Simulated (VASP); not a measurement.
Input of a VASP 6.6.1 run:

The input INCAR:

```
PREC = Accurate
ENCUT = 520
EDIFF = 1E-7
ISMEAR = 0
SIGMA = 0.1
LREAL = False
LASPH = True
NELM = 100
ALGO = Normal
ISIF = 2
LWAVE = False
LCHARG = False
GGA = PE
NBANDS = 23
```

File KPOINTS:

```
Automatic mesh
0
Gamma
  6 6 2
```

The input POSCAR:

```
KRe3
1.0
    3.1076668873      0.0000000000      0.0000000000
    0.0000000000      3.1076668873      0.0000000000
    0.0000000000      0.0000000000      8.7256022845
K Re
1 3
Direct
    0.0000000000      0.0000000000      0.5000000000
    0.5000000000      0.5000000000      0.1623241058
    0.5000000000      0.5000000000      0.8376758942
    0.0000000000      0.0000000000      0.0000000000
```

Potentials or basis: VASP PAW PBE potentials, release 64 (K_sv, Re).

Run with:

```console
$ cat potpaw_PBE.64/K_sv/POTCAR potpaw_PBE.64/Re/POTCAR > POTCAR
$ mpirun -np 1 vasp_std > vasp.out
```

(1) Estimate the band gap on the k mesh.

(2) Estimate the pressure.

(3) Estimate the largest force.

Answers

(1) zero (bands 15 and 16 overlap by 1.82 eV).

(2) -0.5 GPa.

(3) 0.070 eV/Å.

Caveat: the k points lie up to 0.36 Å⁻¹ apart, too coarse for converged energies and pressures of a metal; spin-orbit coupling is left out, which moves the levels of the heavy elements.
